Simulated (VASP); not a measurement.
Here is a VASP 6.6.1 calculation.

The input INCAR:

```
ALGO     = Normal         # electronic algorithm
EDIFF    = 1E-7           # SCF threshold, eV
EDIFFG   = -0.002         # ionic threshold
ENCUT    = 600            # plane-wave cutoff, eV
GGA      = PS             # functional
IBRION   = 2              # ionic algorithm
ISIF     = 3              # what is computed and relaxed
ISMEAR   = 0              # smearing method
LASPH    = T              # aspherical terms in the spheres
LCHARG   = F              # write CHGCAR
LREAL    = F              # projectors in reciprocal space
LWAVE    = F              # write WAVECAR
NELM     = 100            # most SCF steps
NSW      = 100            # ionic steps
PREC     = Accurate       # precision mode
PSTRESS  = 100.0        
SIGMA    = 0.01           # smearing width, eV
```

KPOINTS

```
k-points
0
Gamma
  6 6 6
```

The input POSCAR:

```
KBr
1.0
    3.2745281208      3.2745281208      0.0000000000
   -3.2745281208      3.2745281208      0.0000000000
    0.0000000000      3.2745281208      3.2745281208
K Br
1 1
Direct
    0.0000000000      0.0000000000      0.0000000000
    0.5000000000      0.5000000000      0.0000000000
```

Potentials or basis: VASP PAW PBE potentials, release 64 (K_sv, Br).

Launch:

```bash
$ cat potpaw_PBE.64/K_sv/POTCAR potpaw_PBE.64/Br/POTCAR > POTCAR
$ mpirun -np 1 vasp_std > vasp.out
```

Problem. What does it give for the relaxed volume?

Solution. 26.02 Å³/atom.

Problem. What does it give for the band gap on the k mesh?

Solution. 5.05 eV, indirect (least direct gap 5.28 eV).

Final structure:
```cif
data_structure
_symmetry_space_group_name_H-M 'P 1'
_symmetry_Int_Tables_number 1
_cell_length_a 4.1906
_cell_length_b 4.1906
_cell_length_c 4.1906
_cell_angle_alpha 60.000
_cell_angle_beta 60.000
_cell_angle_gamma 90.000
_cell_volume 52.04
loop_
_atom_site_label
_atom_site_type_symbol
_atom_site_fract_x
_atom_site_fract_y
_atom_site_fract_z
_atom_site_occupancy
K1 K 0.00000 0.00000 0.00000 1
Br1 Br 0.50000 0.50000 0.00000 1
```

Caveat: the cell is relaxed towards a set pressure, so the enthalpy falls and the energy may rise; the volume moved by over 15 % at a fixed basis, so the end points are rough; the PAW data sets were made with another functional, which shifts forces and pressure a little. As with any semilocal functional, this PBEsol gap is likely too small.
